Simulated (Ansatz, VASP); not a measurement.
**Two plane-wave programs on V3F**

```
V F
1.0
     3.63911    0.00000    0.00000
     0.00000    3.63911    0.00000
     0.00000    0.00000    3.63911
V F
3 1
Direct
  0.00000 0.50000 0.50000
  0.50000 0.00000 0.50000
  0.50000 0.50000 0.00000
  0.00000 0.00000 0.00000
```

Alike in both runs: task single point; functional PBE; k mesh 6 × 6 × 6; occupations gaussian, width 0.1 eV; collinear spin.

|  | VASP | Ansatz |
| --- | --- | --- |
| version | VASP 6.6.1 | Ansatz 0.2.0 |
| potentials or method | VASP PAW PBE potentials, release 64 (V_sv, F), cutoff 520 eV | scalar-relativistic, plane waves, PAW |
| valence electrons in the cell | 46 | 46 |

```csv
,VASP,Ansatz,Ansatz less VASP
gap on the k mesh at the Fermi level (eV),none,none,-
pressure (GPa),10.3,10.2,-0.09
net moment per atom (μB),0.00,0.00,0.000
```

A gap of «none» marks a metal or a gap that the smearing closes. The functional is the same, so the differences come from potentials, cutoffs and numerics. Ansatz's warnings: seeded moment not kept.
